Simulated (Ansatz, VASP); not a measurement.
## Bi2Se3 in VASP and in Ansatz

```
CELL_PARAMETERS angstrom
2.07838 1.19995 9.57704
-2.07838 1.19995 9.57704
0.00000 -2.39991 9.57704
ATOMIC_POSITIONS crystal
Bi 0.40080 0.40080 0.40080
Bi 0.59920 0.59920 0.59920
Se 0.00000 0.00000 0.00000
Se 0.21170 0.21170 0.21170
Se 0.78830 0.78830 0.78830
```

Change from the starting cell: volume scaled by 1.01.

Alike in both runs: task single point; functional PBE; k mesh 6 × 6 × 6; occupations fermi-dirac, width 0.03 eV; no spin polarisation.

|  | VASP | Ansatz |
| --- | --- | --- |
| version | VASP 6.6.1 | Ansatz 0.2.0 |
| potentials or method | VASP PAW PBE potentials, release 64 (Bi_d, Se), cutoff 520 eV | all-electron LAPW, scalar-relativistic |

|  | VASP | Ansatz | Ansatz less VASP |
| --- | --- | --- | --- |
| pressure (GPa) | 1.9 | 1.9 | -0.01 |
| rms of the force components (eV/Å) | 0.071 | 0.066 | -0.0054 |

Atom by atom the forces differ by 0.006 eV/Å (rms over components). Ansatz ran all-electron here, and VASP with PAW potentials.

Spin-orbit coupling is off throughout.
